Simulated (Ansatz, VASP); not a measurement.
**V in VASP and in Ansatz**

```
CELL_PARAMETERS angstrom
0.00000 2.59201 2.59201
2.59201 0.00000 2.59201
2.59201 2.59201 0.00000
ATOMIC_POSITIONS crystal
V 0.00000 0.00000 0.00000
V 0.25000 0.25000 0.25000
```

Alike in both runs: task relaxation of cell and atoms; functional PBEsol; k mesh 18 × 18 × 18; occupations gaussian, width 0.1 eV; no spin polarisation.

|  | VASP | Ansatz |
| --- | --- | --- |
| version | VASP 6.6.1 | Ansatz 0.2.0 |
| potentials or method | VASP PAW PBE potentials, release 64 (V_sv), cutoff 600 eV | scalar-relativistic, plane waves, PAW |
| valence electrons in the cell | 26 | 26 |

Ansatz gave:

- gap on the k mesh at the Fermi level, each at its own relaxed structure (eV): none
- relaxed volume (Å³/atom): 17.41
- relaxed length of the cell vector where the two differ most in proportion (Å): 3.666

**Question.** Which values does VASP return?

**Answer.** gap on the k mesh at the Fermi level, each at its own relaxed structure (eV): none; relaxed volume (Å³/atom): 17.54; relaxed length of the cell vector where the two differ most in proportion (Å): 3.674.

VASP's potentials were made for PBE, not for PBEsol. A gap of «none» marks a metal or a gap that the smearing closes.
